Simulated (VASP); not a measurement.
# Ge (I4_1/amd) in VASP: relaxation of cell and atoms with LDA

Aim: the relaxation of cell and atoms of Ge with LDA.

Program: VASP 6.6.1. These are calculated values, not measurements. Logs are shortened: lines on timing, memory, paths and dates and some standing lists are left out, and cuts for length are marked.

## (1) The cell of the first run

Symmetry: I4_1/amd, No. 141, tetragonal system. The conventional cell has a = 5.086 Å, b = 5.086 Å, c = 2.797 Å, α = 90.00°, β = 90.00°, γ = 90.00°. Ge (site symmetry -4m2) has 10 Ge at 2.64 to 3.30 Å within 3.5 Å.

## (2) Relaxation of cell and atoms, LDA, target pressure 1.5 GPa, at which the enthalpy is minimised

INCAR reads:

```
SYSTEM = Ge
  PREC = Accurate
  ENCUT = 600
  EDIFF = 1E-6
  ISMEAR = -1
  SIGMA = 0.08
  LREAL = .False.
  LASPH = .True.
  NELM = 80
  ALGO = Normal
  ISIF = 3
  LWAVE = .False.
  LCHARG = .False.
  GGA = CA
  IBRION = 2
  NSW = 60
  EDIFFG = -0.005
  PSTRESS = 15.0
```

KPOINTS reads:

```
regular mesh
0
Gamma
  15 15 15
  0 0 0
```

POSCAR reads:

```
Ge
1.0
   -2.5431375100      2.5431375100      1.3987256305
    2.5431375100     -2.5431375100      1.3987256305
    2.5431375100      2.5431375100     -1.3987256305
Ge
2
Direct
   -0.3750000000     -0.1250000000     -0.2500000000
    0.3750000000      0.1250000000      0.2500000000
```

Potentials or basis: VASP PAW LDA potentials, release 64 (Ge_d).

Launch:

```console
$ cat potpaw_LDA.64/Ge_d/POTCAR > POTCAR
$ mpirun -np 1 vasp_std > vasp.out
```

OUTCAR:

```text
SYSTEM = Ge
   PREC = Accurate
   ENCUT = 600
   EDIFF = 1E-6
   ISMEAR = -1
   LREAL = .False.
   LASPH = .True.
   NELM = 80
   ISIF = 3
   GGA = CA
   IBRION = 2
   NSW = 60
   EDIFFG = -0.005
   PSTRESS = 15.0

 ion  position               nearest neighbor table
   1  0.625  0.875  0.750-   2 2.64   2 2.64   2 2.64   2 2.64
   2  0.375  0.125  0.250-   1 2.64   1 2.64   1 2.64   1 2.64

  LATTYP: Found a body centered tetragonal cell.
 ALAT       =     5.0862750200
 C/A-ratio  =     0.5500000000

  Lattice vectors:

 A1 = (  -2.5431375100,   2.5431375100,   1.3987256305)
 A2 = (   2.5431375100,  -2.5431375100,   1.3987256305)
 A3 = (   2.5431375100,   2.5431375100,  -1.3987256305)

Analysis of symmetry for initial positions (statically):
=====================================================================
 Subroutine PRICEL returns:
 Original cell was already a primitive cell.

 Routine SETGRP: Setting up the symmetry group for a
 body centered tetragonal supercell.

 Subroutine GETGRP returns: Found 16 space group operations
 (whereof  4 operations were pure point group operations)
 out of a pool of 16 trial point group operations.

The static configuration has the point symmetry C_2h.
 The point group associated with its full space group is D_4h.

Analysis of symmetry for dynamics (positions and initial velocities):
=====================================================================
 Subroutine PRICEL returns:
 Original cell was already a primitive cell.

 Routine SETGRP: Setting up the symmetry group for a
 body centered tetragonal supercell.

 Subroutine GETGRP returns: Found 16 space group operations
 (whereof  4 operations were pure point group operations)
 out of a pool of 16 trial point group operations.

The dynamic configuration has the point symmetry C_2h.
 The point group associated with its full space group is D_4h.

 Subroutine INISYM returns: Found 16 space group operations
 (whereof  4 operations are pure point group operations),
 and found     1 'primitive' translations

----------------------------------------------------------------------------------------

                                     Primitive cell

  volume of cell :      36.1853

  direct lattice vectors                    reciprocal lattice vectors
    -2.543137510  2.543137510  1.398725630     0.000000000  0.196607536  0.357468248
     2.543137510 -2.543137510  1.398725630     0.196607536  0.000000000  0.357468248
     2.543137510  2.543137510 -1.398725630     0.196607536  0.196607536  0.000000000

  length of vectors
     3.858954545  3.858954545  3.858954545     0.407968223  0.407968223  0.278045044

  position of ions in fractional coordinates (direct lattice)
     0.625000000  0.875000000  0.750000000
     0.375000000  0.125000000  0.250000000

  ion indices of the primitive-cell ions
   primitive index   ion index
                 1           1
                 2           2

----------------------------------------------------------------------------------------

 KPOINTS: regular mesh

Automatic generation of k-mesh.
 Grid dimensions read from file:
 generate k-points for:   15   15   15

 Generating k-lattice:

  Cartesian coordinates                     Fractional coordinates (reciprocal lattice)
     0.000000000  0.013107169  0.023831217     0.066666667  0.000000000  0.000000000
     0.013107169  0.000000000  0.023831217     0.000000000  0.066666667  0.000000000
     0.013107169  0.013107169  0.000000000     0.000000000  0.000000000  0.066666667

  Length of vectors
     0.027197882  0.027197882  0.018536336

  Shift w.r.t. Gamma in fractional coordinates (k-lattice)
     0.000000000  0.000000000  0.000000000

 Subroutine IBZKPT returns following result:
 ===========================================

 Found    288 irreducible k-points:

 Following reciprocal coordinates:
            Coordinates               Weight
  0.000000  0.000000  0.000000      1.000000
  0.066667  0.000000  0.000000      8.000000
  0.133333  0.000000 -0.000000      8.000000
  0.200000  0.000000 -0.000000      8.000000
  0.266667  0.000000 -0.000000      8.000000
  0.333333  0.000000 -0.000000      8.000000
[... 16 lines left out ...]
  0.133333  0.133333 -0.000000      8.000000
  0.200000  0.133333 -0.000000     16.000000
 [... further k-points ...]
   k-points           NKPTS =    288   k-points in BZ     NKDIM =    288   number of bands    NBANDS=     18
   number of dos      NEDOS =    301   number of ions     NIONS =      2
   total plane-waves  NPLWV =  32768
   dimension x,y,z NGX =    32 NGY =   32 NGZ =   32
   dimension x,y,z NGXF=    64 NGYF=   64 NGZF=   64
   ions per type =               2
   NGX,Y,Z   is equivalent  to a cutoff of  13.79, 13.79, 13.79 a.u.
   NGXF,Y,Z  is equivalent  to a cutoff of  27.57, 27.57, 27.57 a.u.
 SYSTEM =  Ge
   PREC   = accura    normal or accurate (medium, high low for compatibility)
   ISTART =      0    job   : 0-new  1-cont  2-samecut
   ICHARG =      2    charge: 1-file 2-atom 10-const
   ISPIN  =      1    spin polarized calculation?
   LNONCOLLINEAR =      F non collinear calculations
   LSORBIT =      F    spin-orbit coupling
   LASPH  =      T    aspherical Exc in radial PAW
   ENCUT  =  600.0 eV  44.10 Ry    6.64 a.u.   7.71  7.71  7.71*2*pi/ulx,y,z
   NELM   =     80;   NELMIN=  2; NELMDL= -5     # of ELM steps
   EDIFF  = 0.1E-05   stopping-criterion for ELM
   LREAL  =      F    real-space projection
   EDIFFG = -.5E-02   stopping-criterion for IOM
   NSW    =     60    number of steps for IOM
   IBRION =      2    ionic relax: 0-MD 1-quasi-New 2-CG
   NFREE  =      1    steps in history (QN), initial steepest desc. (CG)
   ISIF   =      3    stress and relaxation
   ISYM   =      2    0-nonsym 1-usesym 2-fastsym
   POTIM  = 0.5000    time-step for ionic-motion
   TEBEG  =    0.0;   TEEND  =   0.0 temperature during run
   PSTRESS=   15.0 pullay stress
   NELECT =      28.0000    total number of electrons
   NUPDOWN=      -1.0000    fix difference up-down
   EMIN   =  10.00;   EMAX   =-10.00  energy-range for DOS
   EFERMI =   0.00;   METHOD = LEGACY
   ISMEAR =    -1;   SIGMA  =   0.08  broadening in eV -4-tet -1-fermi 0-gaus
   EFERMI_NEDOS =   21; number of points for ismear=-14 and -15
   IALGO  =     38    algorithm
   IMIX   =      4    mixing-type and parameters
     AMIX     =   0.40;   BMIX     =  1.00
     AMIX_MAG =   1.60;   BMIX_MAG =  1.00
  volume/ion in A,a.u.               =      18.09       122.10
  Fermi-wavevector in a.u.,A,eV,Ry     =   1.502969  2.840200 30.734427  2.258917
  Thomas-Fermi vector in A             =   2.614141
   LORBIT       =      0    0 simple, 1 ext, 2 COOP (PROOUT), +10 PAW based schemes
   GGA     = CA    functional components
   LHFCALC =     F    Hartree Fock is set to
   AEXX    =    0.0000 exact exchange contribution
   IVDW    =     0    specifies the selected vdW correction
   LEPSILON=     F    determine dielectric tensor
   LRPA    =     F    only Hartree local field effects (RPA)
 conjugate gradient relaxation of ions
 non-spin polarized calculation
  energy-cutoff  :      600.00
  volume of cell :       36.19
 maximum number of plane-waves:      1232
   NGX = 15   NGY = 15   NGZ = 15

--------------------------------------- Ionic step        1  -------------------------------------------

 number of electron      27.9999985 magnetization

 Free energy of the ion-electron system (eV)
  ---------------------------------------------------
  ext. energy  EPLUGINS =         0.00000000
  ---------------------------------------------------
  free energy    TOTEN  =       -10.03330293 eV

  energy without entropy =      -10.01712539  energy(sigma->0) =      -10.02521416

------------------------ aborting loop because EDIFF is reached ----------------------------------------

  FORCE on cell =-STRESS in cart. coord.  units (eV):
  Direction    XX          YY          ZZ          XY          YZ          ZX
  --------------------------------------------------------------------------------------
  -------------------------------------------------------------------------------------
  Total       -0.1347724     -0.1347724     -0.2258170     -0.0000000      0.0000000      0.0000000
  in kB       -5.9673184     -5.9673184     -9.9985047     -0.0000000      0.0000000      0.0000000
  external PRESSURE =     -22.3110472 kB  Pullay stress =      15.0000000 kB

 VOLUME and BASIS-vectors are now :
 -----------------------------------------------------------------------------
  energy-cutoff  :      600.00
  volume of cell :       36.19
      direct lattice vectors                 reciprocal lattice vectors
    -2.543137510  2.543137510  1.398725630     0.000000000  0.196607536  0.357468248
     2.543137510 -2.543137510  1.398725630     0.196607536  0.000000000  0.357468248
     2.543137510  2.543137510 -1.398725630     0.196607536  0.196607536  0.000000000
[... 198 lines left out ...]
  FREE ENERGIE OF THE ION-ELECTRON SYSTEM (eV)
  ---------------------------------------------------
  free  energy   TOTEN  =       -10.0310800928 eV

  energy  without entropy=      -10.0153074331  energy(sigma->0) =      -10.02319376

  enthalpy is  TOTEN    =        -9.7006736450 eV   P V=        0.3304064478

--------------------------------------- Ionic step        7  -------------------------------------------

 number of electron      27.9999993 magnetization

 Free energy of the ion-electron system (eV)
  ---------------------------------------------------
  ext. energy  EPLUGINS =         0.00000000
  ---------------------------------------------------
  free energy    TOTEN  =       -10.03118443 eV

  energy without entropy =      -10.01554818  energy(sigma->0) =      -10.02336630

 E-fermi :   7.0701     XC(G=0): -11.8560

 val. band max:        7.0671526731   @ k =  -0.4000   0.4667   0.0667
 cond. band min:       7.0978144479   @ k =  -0.1333  -0.2000   0.1333
 fundamental gap:      0.0306617748
 Fermi energy:         7.0700965017

 k-point     1 :       0.0000    0.0000    0.0000
  band No.  band energies     occupation
      1     -17.8147      2.00000
      2     -17.7598      2.00000
      3     -17.7296      2.00000
      4     -17.7242      2.00000
      5     -17.6052      2.00000
      6     -17.6052      2.00000
[... 10 lines left out ...]
     17      14.9683      0.00000
     18      15.4371      0.00000
[... 463 lines left out ...]
 k-point    24 :       0.2000    0.1333   -0.0000
  band No.  band energies     occupation
      1     -17.7847      2.00000
      2     -17.6958      2.00000
      3     -17.6905      2.00000
      4     -17.6569      2.00000
      5     -17.6508      2.00000
      6     -17.6376      2.00000
[... 10 lines left out ...]
     17      11.5230      0.00000
     18      12.0252      0.00000

 [... further k-points ...]
[... 5 lines left out ...]
  --------------------------------------------------------------------------------------
  -------------------------------------------------------------------------------------
  Total        0.3319058      0.3319058      0.3304937      0.0000000     -0.0000000     -0.0000000
  in kB       15.0683423     15.0683423     15.0042358      0.0000000     -0.0000000     -0.0000000
  external PRESSURE =       0.0469735 kB  Pullay stress =      15.0000000 kB

 VOLUME and BASIS-vectors are now :
 -----------------------------------------------------------------------------
  energy-cutoff  :      600.00
  volume of cell :       35.29
      direct lattice vectors                 reciprocal lattice vectors
    -2.528854011  2.528854011  1.379597440     0.000000000  0.197718017  0.362424563
     2.528854011 -2.528854011  1.379597440     0.197718017  0.000000000  0.362424563
     2.528854011  2.528854011 -1.379597440     0.197718017  0.197718017  0.000000000

 POSITION                                       TOTAL-FORCE (eV/Angst)
 -----------------------------------------------------------------------------------
      2.52885      1.26443      1.03470        -0.000000     -0.000000     -0.000000
      0.00000      1.26443      0.34490         0.000000      0.000000      0.000000
 -----------------------------------------------------------------------------------
    total drift:                                0.000000     -0.000000      0.000000

  FREE ENERGIE OF THE ION-ELECTRON SYSTEM (eV)
  ---------------------------------------------------
  free  energy   TOTEN  =       -10.0311844254 eV

  energy  without entropy=      -10.0155481777  energy(sigma->0) =      -10.02336630

  enthalpy is  TOTEN    =        -9.7007840251 eV   P V=        0.3304004003

 reached required accuracy - stopping structural energy minimisation
```

It took 4.4 min on 1 thread of Intel Xeon 6975P-C (Granite Rapids), shared host; peak memory 0.31 GiB.

What came out:

```yaml
Free_energy: -10.0312 eV
Relaxed_volume: 17.65 Å³/atom
Relaxed_cell: a = 3.833 Å, b = 3.833 Å, c = 3.833 Å, α = 97.44°, β = 97.44°, γ = 137.81°
Space_group_after_relaxing_to_0.05_Å: I4_1/amd (No. 141)
Energy_change_on_relaxing_the_enthalpy_is_what_falls: +1.1 meV/atom
Ionic_steps: 7
Pressure_after_relaxing: 1.5 GPa
Band_gap_on_the_k_mesh: zero (band 14 reaches 8.90 eV, above the bottom of band 15 at 3.36 eV)
```

Step by step:
| step | energy change (eV) | largest force (eV/Å) | pressure (GPa) | volume (Å³) |
| --- | --- | --- | --- | --- |
| 1 | 0.0000 | 0.0000 | -0.73 | 36.19 |
| 2 | 0.0075 | 0.0000 | 2.42 | 34.88 |
| 3 | 0.0022 | 0.0000 | 1.44 | 35.31 |
| 4 | 0.0025 | 0.0000 | 1.61 | 35.27 |
| 5 | 0.0023 | 0.0000 | 1.51 | 35.29 |
| 6 | 0.0022 | 0.0000 | 1.49 | 35.29 |
| 7 | 0.0021 | 0.0000 | 1.50 | 35.29 |

Final structure:
```
Ge
1.0
    -2.52885    2.52885    1.37960
     2.52885   -2.52885    1.37960
     2.52885    2.52885   -1.37960
Ge
2
Cartesian
  2.5289 1.2644 1.0347
  0.0000 1.2644 0.3449
```

Caveat: the cell is relaxed towards a set pressure, so the enthalpy falls and the energy may rise.
